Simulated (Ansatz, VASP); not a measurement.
Sb5As3 in VASP and in Ansatz

```xyz
16
Lattice="4.3084 2.4875 7.5160 -4.3084 2.4875 7.5160 0.0000 -4.9749 7.5160" Properties=species:S:1:pos:R:3 pbc="T T T"
Sb    0.0000    0.0000    2.6324
Sb   -2.1542    1.2437    6.3904
Sb   -2.1542    1.2437   12.3996
Sb   -2.1542   -1.2437   10.1484
Sb   -2.1542   -1.2437   16.1576
Sb    2.1542    1.2437    6.3904
Sb    2.1542   -1.2437   10.1484
Sb    2.1542   -1.2437   16.1576
Sb    0.0000    2.4875   10.1484
Sb    0.0000    0.0000   13.9064
As    0.0000    0.0000    8.6416
As    0.0000   -2.4875    6.3904
As    0.0000   -2.4875   12.3996
As    2.1542    1.2437   12.3996
As    0.0000    2.4875   16.1576
As    0.0000    0.0000   19.9156
```

Alike in both runs: task single point; functional PBE; k mesh 3 × 3 × 3; occupations methfessel-paxton of order 1, width 0.05 eV; no spin polarisation.

|  | VASP | Ansatz |
| --- | --- | --- |
| version | VASP 6.6.1 | Ansatz 0.2.0 |
| potentials or method | VASP PAW PBE potentials, release 64 (Sb, As) | plane waves, PAW |
| plane-wave cutoff (eV) | 520 | 420 |
| valence electrons in the cell | 80 | 240 |

Ansatz gave:

- pressure (GPa): -3.9
- rms of the force components (eV/Å): 0.477

Estimate VASP's values.

pressure (GPa): -3.9; rms of the force components (eV/Å): 0.475.

The functional is the same, so the differences come from potentials, cutoffs and numerics. VASP's potentials hold 80 valence electrons a cell and Ansatz's 240, so a difference there can come from the potentials and not from the codes.

Neither program's run includes spin-orbit coupling.
